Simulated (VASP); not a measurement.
SiC (NiAs type): relaxation of cell and atoms with PBE

Crystal: SiC (NiAs type).

```
Si C
1.0
     2.59221    0.00000    0.00000
    -1.29610    2.24492    0.00000
     0.00000    0.00000    4.01792
Si C
2 2
Direct
  0.00000 0.00000 0.00000
  0.00000 0.00000 0.50000
  0.33333 0.66667 0.25000
  0.66667 0.33333 0.75000
```

```
Program                : VASP 6.6.1
Task                   : relaxation of cell and atoms
Functional             : PBE
Potentials or basis    : VASP PAW PBE potentials, release 64 (Si, C)
Cutoff                 : 600 eV
k mesh                 : 13 × 13 × 8
Occupations            : fermi-dirac, width 0.05 eV
Spin                   : no spin polarisation
Target pressure        : 190 GPa
Dipole correction      : no
Further INCAR settings : ALGO = Normal; EDIFF = 1e-06; IBRION = 2; EDIFFG = -0.005; NSW = 60; ISIF = 3
```

| Quantity | Value |
| --- | --- |
| Relaxed volume | 5.89 Å³/atom |
| Relaxed cell | a = 2.524 Å, b = 2.524 Å, c = 4.274 Å, α = 90.00°, β = 90.00°, γ = 120.00° |
| Space group after relaxing (to 0.05 Å) | P6_3/mmc (No. 194) |
| Energy change on relaxing (the enthalpy is what falls) | -218.2 meV/atom |
| Ionic steps | 12 |
| Pressure after relaxing | 190.0 GPa |
| Band gap on the k mesh | 0.91 eV, indirect (least direct gap 3.41 eV) |

The path:
```
step  energy change (eV)  largest force (eV/Å)  pressure (GPa)  volume (Å³)
   1              0.0000                0.0000          207.90        23.38
   2             -0.6493                0.0000          136.62        25.16
   3             -1.4648                0.0000          170.81        24.10
   4             -1.4143                0.0000          172.85        24.05
   5              0.8934                0.0000          243.28        22.29
   6             -0.8967                0.0000          189.20        23.59
   7             -0.8810                0.0000          189.69        23.58
   8             -0.8698                0.0000          190.01        23.57
   9             -0.8531                0.0000          190.70        23.55
  10             -0.8622                0.0000          190.34        23.56
  11             -0.8924                0.0000          189.40        23.59
  12             -0.8727                0.0000          190.01        23.57
```

Final structure:
```yaml
crystal:
  lattice:
    - [2.52364, 0.00000, 0.00000]
    - [-1.26182, 2.18554, 0.00000]
    - [0.00000, 0.00000, 4.27363]
  atoms:
    - { symbol: Si, position: [0.00000, 0.00000, 0.00000] }
    - { symbol: Si, position: [0.00000, 0.00000, 0.50000] }
    - { symbol: C, position: [0.33333, 0.66667, 0.25000] }
    - { symbol: C, position: [0.66667, 0.33333, 0.75000] }
```

Levels at points of the mesh, in eV from the valence-band top:
| k point | band 5 | band 6 | band 7 | band 8 | band 9 | band 10 | band 11 | band 12 |
| --- | --- | --- | --- | --- | --- | --- | --- | --- |
| (0.00, 0.00, 0.00) | -1.59 | -0.45 | -0.01 | -0.01 | 5.24 | 9.07 | 10.52 | 10.52 |
| (0.00, 0.00, 0.50) | -0.77 | -0.77 | -0.77 | -0.77 | 8.68 | 8.68 | 8.75 | 8.75 |

Wall time 57 s on 1 thread of Intel(R) Xeon(R) 6975P-C (Granite Rapids), on a shared host, peak memory 0.17 GiB.

Caveat: the cell is relaxed towards a set pressure, so the enthalpy falls and the energy may rise. A k mesh can miss the band edges.
